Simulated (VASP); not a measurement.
# BN in VASP: relaxation of the atoms with PBE+D3(BJ)

Aim: the relaxation of the atoms of BN with PBE+D3(BJ).

All numbers are computed with VASP 6.6.1; they aren't measurements. Logs are shortened: lines on timing, memory, paths and dates and some standing lists are left out, and cuts for length are marked.

**1. The cell of the first run**

The cell holds a slab with vacuum, 4 atoms: a = 2.509 Å, b = 2.509 Å, c = 32.600 Å, α = 90.00°, β = 90.00°, γ = 60.00°.

**2. Relaxation of the atoms, PBE+D3(BJ)**

INCAR reads:

```
PREC = Accurate
ENCUT = 520
EDIFF = 1E-7
ISMEAR = 0
SIGMA = 0.02
LREAL = F
LASPH = T
NELM = 60
ALGO = Normal
ISIF = 2
LWAVE = F
LCHARG = F
LDIPOL = T
IDIPOL = 3
DIPOL = 0.5 0.5 0.500
GGA = PE
IVDW = 12
IBRION = 2
NSW = 70
EDIFFG = -0.01
```

KPOINTS reads:

```
regular mesh
0
Gamma
  10 10 1
```

POSCAR reads:

```
BN
1.0
    2.5087542034      0.0014369843      0.0000000000
    1.2531178291      2.1733719020      0.0000000000
    0.0000000000      0.0000000000     32.6000000000
B N
2 2
Selective dynamics
Direct
    0.4999824924      0.4999824924      0.4493865031  F F T
    0.8333508410      0.8333508410      0.5506134969  F F T
    0.8333175176      0.8333175176      0.4493865031  T T T
    0.5000158157      0.5000158157      0.5506134969  T T T
```

Potentials or basis: VASP PAW PBE potentials, release 64 (B, N).

On the command line:

```bash
> cat potpaw_PBE.64/B/POTCAR potpaw_PBE.64/N/POTCAR > POTCAR
> mpirun -np 1 vasp_std > vasp.out
```

OUTCAR:

```text
PREC = Accurate
   ENCUT = 520
   EDIFF = 1E-7
   ISMEAR = 0
   LREAL = F
   LASPH = T
   NELM = 60
   ISIF = 2
   GGA = PE
   IVDW = 12
   IBRION = 2
   NSW = 70
   EDIFFG = -0.01
 IVDW          = 12

 ion  position               nearest neighbor table
   1  0.500  0.500  0.449-   3 1.45   3 1.45   3 1.45
   2  0.833  0.833  0.551-   4 1.45   4 1.45   4 1.45
   3  0.833  0.833  0.449-   1 1.45   1 1.45   1 1.45
   4  0.500  0.500  0.551-   2 1.45   2 1.45   2 1.45

  LATTYP: Found a hexagonal cell.
 ALAT       =     2.5087546149
 C/A-ratio  =    12.9944952790

  Lattice vectors:

 A1 = (  -1.2531178291,  -2.1733719020,   0.0000000000)
 A2 = (   2.5087542034,   0.0014369843,   0.0000000000)
 A3 = (   0.0000000000,   0.0000000000,  32.6000000000)

Analysis of symmetry for initial positions (statically):
=====================================================================
 Subroutine PRICEL returns:
 Original cell was already a primitive cell.

 Routine SETGRP: Setting up the symmetry group for a
 hexagonal supercell.

 Subroutine GETGRP returns: Found  4 space group operations
 (whereof  2 operations were pure point group operations)
 out of a pool of 24 trial point group operations.

The static configuration has the point symmetry C_1h.
 The point group associated with its full space group is C_2h.

Analysis of symmetry for dynamics (positions and initial velocities):
=====================================================================
 Subroutine PRICEL returns:
 Original cell was already a primitive cell.

 Routine SETGRP: Setting up the symmetry group for a
 hexagonal supercell.

 Subroutine GETGRP returns: Found  4 space group operations
 (whereof  2 operations were pure point group operations)
 out of a pool of 24 trial point group operations.

The dynamic configuration has the point symmetry C_1h.
 The point group associated with its full space group is C_2h.

Analysis of constrained symmetry for selective dynamics:
=====================================================================
 Subroutine PRICEL returns:
 Original cell was already a primitive cell.

 Routine SETGRP: Setting up the symmetry group for a
 hexagonal supercell.

 Subroutine GETGRP returns: Found  4 space group operations
 (whereof  2 operations were pure point group operations)
 out of a pool of 24 trial point group operations.

The constrained configuration has the point symmetry C_1h.
 The point group associated with its full space group is C_2h.

 Subroutine INISYM returns: Found  4 space group operations
 (whereof  2 operations are pure point group operations),
 and found     1 'primitive' translations

----------------------------------------------------------------------------------------

                                     Primitive cell

  volume of cell :     177.6914

  direct lattice vectors                    reciprocal lattice vectors
     2.508754203  0.001436984  0.000000000     0.398735900 -0.229902239  0.000000000
     1.253117829  2.173371902  0.000000000    -0.000263635  0.460266540  0.000000000
     0.000000000  0.000000000 32.600000000     0.000000000  0.000000000  0.030674847

  length of vectors
     2.508754615  2.508754615 32.600000000     0.460266616  0.460266616  0.030674847

  position of ions in fractional coordinates (direct lattice)
     0.499982492  0.499982492  0.449386503
     0.833350841  0.833350841  0.550613497
     0.833317518  0.833317518  0.449386503
     0.500015816  0.500015816  0.550613497

  ion indices of the primitive-cell ions
   primitive index   ion index
                 1           1
                 2           2
                 3           3
                 4           4

----------------------------------------------------------------------------------------

 KPOINTS: regular mesh

Automatic generation of k-mesh.
 Grid dimensions read from file:
 generate k-points for:   10   10    1

 Generating k-lattice:

  Cartesian coordinates                     Fractional coordinates (reciprocal lattice)
     0.039873590 -0.022990224  0.000000000     0.100000000  0.000000000  0.000000000
    -0.000026364  0.046026654  0.000000000     0.000000000  0.100000000  0.000000000
     0.000000000  0.000000000  0.030674847     0.000000000  0.000000000  1.000000000

  Length of vectors
     0.046026662  0.046026662  0.030674847

  Shift w.r.t. Gamma in fractional coordinates (k-lattice)
     0.000000000  0.000000000  0.000000000

 Subroutine IBZKPT returns following result:
 ===========================================

 Found     31 irreducible k-points:

 Following reciprocal coordinates:
            Coordinates               Weight
  0.000000  0.000000  0.000000      1.000000
  0.100000 -0.000000  0.000000      4.000000
  0.100000  0.100000  0.000000      2.000000
  0.200000 -0.000000  0.000000      4.000000
  0.200000  0.200000  0.000000      2.000000
  0.300000  0.000000  0.000000      4.000000
[... 16 lines left out ...]
  0.400000  0.200000  0.000000      4.000000
 -0.200000  0.200000  0.000000      2.000000
 [... further k-points ...]
   k-points           NKPTS =     31   k-points in BZ     NKDIM =     31   number of bands    NBANDS=     12
   number of dos      NEDOS =    301   number of ions     NIONS =      4
   total plane-waves  NPLWV = 100000
   dimension x,y,z NGX =    20 NGY =   20 NGZ =  250
   dimension x,y,z NGXF=    40 NGYF=   40 NGZF=  500
   ions per type =               2   2
   NGX,Y,Z   is equivalent  to a cutoff of  13.25, 13.25, 12.75 a.u.
   NGXF,Y,Z  is equivalent  to a cutoff of  26.51, 26.51, 25.50 a.u.
 SYSTEM =  unknown system
   PREC   = accura    normal or accurate (medium, high low for compatibility)
   ISTART =      0    job   : 0-new  1-cont  2-samecut
   ICHARG =      2    charge: 1-file 2-atom 10-const
   ISPIN  =      1    spin polarized calculation?
   LNONCOLLINEAR =      F non collinear calculations
   LSORBIT =      F    spin-orbit coupling
   LASPH  =      T    aspherical Exc in radial PAW
   ENCUT  =  520.0 eV  38.22 Ry    6.18 a.u.   4.66  4.66 60.61*2*pi/ulx,y,z
   NELM   =     60;   NELMIN=  2; NELMDL= -5     # of ELM steps
   EDIFF  = 0.1E-06   stopping-criterion for ELM
   LREAL  =      F    real-space projection
   EDIFFG = -.1E-01   stopping-criterion for IOM
   NSW    =     70    number of steps for IOM
   IBRION =      2    ionic relax: 0-MD 1-quasi-New 2-CG
   NFREE  =      1    steps in history (QN), initial steepest desc. (CG)
   ISIF   =      2    stress and relaxation
   ISYM   =      2    0-nonsym 1-usesym 2-fastsym
   POTIM  = 0.5000    time-step for ionic-motion
   TEBEG  =    0.0;   TEEND  =   0.0 temperature during run
   PSTRESS=    0.0 pullay stress
   NELECT =      16.0000    total number of electrons
   NUPDOWN=      -1.0000    fix difference up-down
   EMIN   =  10.00;   EMAX   =-10.00  energy-range for DOS
   EFERMI =   0.00;   METHOD = LEGACY
   ISMEAR =     0;   SIGMA  =   0.02  broadening in eV -4-tet -1-fermi 0-gaus
   EFERMI_NEDOS =   21; number of points for ismear=-14 and -15
   IALGO  =     38    algorithm
   IMIX   =      4    mixing-type and parameters
     AMIX     =   0.40;   BMIX     =  1.00
     AMIX_MAG =   1.60;   BMIX_MAG =  1.00
  volume/ion in A,a.u.               =      44.42       299.78
  Fermi-wavevector in a.u.,A,eV,Ry     =   0.733769  1.386622  7.325608  0.538417
  Thomas-Fermi vector in A             =   1.826559
   LORBIT       =      0    0 simple, 1 ext, 2 COOP (PROOUT), +10 PAW based schemes
   GGA     = PE    functional components
   LHFCALC =     F    Hartree Fock is set to
   AEXX    =    0.0000 exact exchange contribution
   IVDW    =    12    specifies the selected vdW correction
   LEPSILON=     F    determine dielectric tensor
   LRPA    =     F    only Hartree local field effects (RPA)
 conjugate gradient relaxation of ions
 non-spin polarized calculation
 Gauss-broadening in eV      SIGMA  =   0.02
  energy-cutoff  :      520.00
  volume of cell :      177.69
 maximum number of plane-waves:      4825
   NGX =  9   NGY =  9   NGZ =121

 dipolmoment           0.000000      0.000000     -0.000000 electrons x Angstroem

--------------------------------------- Ionic step        1  -------------------------------------------

 number of electron      16.0000001 magnetization

 Free energy of the ion-electron system (eV)
  ---------------------------------------------------
  ext. energy  EPLUGINS =         0.00000000
  ---------------------------------------------------
  free energy    TOTEN  =       -35.17597351 eV

  energy without entropy =      -35.17597351  energy(sigma->0) =      -35.17597351

------------------------ aborting loop because EDIFF is reached ----------------------------------------

 Edisp (eV)   -0.42584

 E8    (eV) :    -0.1315

  FORCE on cell =-STRESS in cart. coord.  units (eV):
  Direction    XX          YY          ZZ          XY          YZ          ZX
  --------------------------------------------------------------------------------------
  -------------------------------------------------------------------------------------
  Total      -0.06130    -0.06179     0.02052     0.00043    -0.00001    -0.00002
  in kB      -0.55268    -0.55716     0.18501     0.00388    -0.00011    -0.00019
  external pressure =       -0.31 kB  Pullay stress =        0.00 kB
[... 233 lines left out ...]
  energy  without entropy=      -35.6020102678  energy(sigma->0) =      -35.60201027

--------------------------------------- Ionic step        7  -------------------------------------------

 number of electron      16.0000002 magnetization

 dipolmoment           0.000000      0.000000      0.000000 electrons x Angstroem

 Free energy of the ion-electron system (eV)
  ---------------------------------------------------
  ext. energy  EPLUGINS =         0.00000000
  ---------------------------------------------------
  free energy    TOTEN  =       -35.17814526 eV

  energy without entropy =      -35.17814526  energy(sigma->0) =      -35.17814526

 E-fermi :  -4.1020     XC(G=0):  -2.3308

 val. band max:       -4.2501659361   @ k =  -0.3000   0.3000   0.0000
 cond. band min:       0.2716107513   @ k =   0.5000  -0.0000   0.0000
 fundamental gap:      4.5217766874
 Fermi energy:        -4.1019754964

 k-point     1 :       0.0000    0.0000    0.0000
  band No.  band energies     occupation
      1     -21.9005      2.00000
      2     -21.7527      2.00000
      3      -9.9254      2.00000
      4      -8.8739      2.00000
      5      -5.5413      2.00000
      6      -5.5392      2.00000
      7      -5.5226      2.00000
      8      -5.5204      2.00000
      9       0.6242      0.00000
     10       1.1005      0.00000
     11       1.6886      0.00000
     12       1.9390      0.00000
[... 331 lines left out ...]
 k-point    24 :      -0.2000    0.2000    0.0000
  band No.  band energies     occupation
      1     -19.7924      2.00000
      2     -19.6891      2.00000
      3     -10.6789      2.00000
      4     -10.6775      2.00000
      5      -8.9219      2.00000
      6      -8.8930      2.00000
      7      -6.9808      2.00000
      8      -6.1348      2.00000
      9       2.8140      0.00000
     10       3.0442      0.00000
     11       4.3249      0.00000
     12       5.0334      0.00000

 [... further k-points ...]

------------------------ aborting loop because EDIFF is reached ----------------------------------------

 vacuum level on the upper side and lower side of the slab       (xc-potential included)        -0.015        -0.015

 Edisp (eV)   -0.42400

 E8    (eV) :    -0.1309

  FORCE on cell =-STRESS in cart. coord.  units (eV):
  Direction    XX          YY          ZZ          XY          YZ          ZX
  --------------------------------------------------------------------------------------
  -------------------------------------------------------------------------------------
  Total      -0.06092    -0.05934    -0.00172    -0.00138     0.00001     0.00001
  in kB      -0.54934    -0.53505    -0.01555    -0.01240     0.00005     0.00009
  external pressure =       -0.37 kB  Pullay stress =        0.00 kB
[... 19 lines left out ...]
  FREE ENERGIE OF THE ION-ELECTRON SYSTEM (eV)
  ---------------------------------------------------
  free  energy   TOTEN  =       -35.6021459763 eV

  energy  without entropy=      -35.6021459763  energy(sigma->0) =      -35.60214598

 reached required accuracy - stopping structural energy minimisation

 vacuum level on the upper side and lower side of the slab         1.639         1.639
```

It took 5.8 min on 1 thread of Intel Xeon Platinum 8175M at 2.50GHz (Skylake/Cascade Lake), shared host; peak memory 0.35 GiB.

What came out:

```yaml
Free_energy: -35.6021 eV
Energy_gained_by_relaxing: 0.1 meV/atom
Ionic_steps: 7
Band_gap_on_the_k_mesh: 4.52 eV (least direct gap 4.81 eV)
Dispersion_energy_per_atom: -0.106 eV
```

Step by step:
| step | energy change (eV) | largest force on free atoms (eV/Å) | pressure (GPa) |
| --- | --- | --- | --- |
| 1 | 0.0000 | 0.0339 | -0.03 |
| 2 | -0.0001 | 0.0183 | -0.03 |
| 3 | -0.0001 | 0.0117 | -0.03 |
| 4 | -0.0001 | 0.0114 | -0.03 |
| 5 | -0.0001 | 0.0111 | -0.03 |
| 6 | -0.0002 | 0.0105 | -0.03 |
| 7 | -0.0003 | 0.0090 | -0.04 |

Final structure:
```
B N
1.0
     2.50875    0.00144    0.00000
     1.25312    2.17337    0.00000
     0.00000    0.00000   32.60000
B N
2 2
Direct
  0.49998 0.49998 0.44910
  0.83335 0.83335 0.55090
  0.83334 0.83334 0.44904
  0.50000 0.50000 0.55096
```
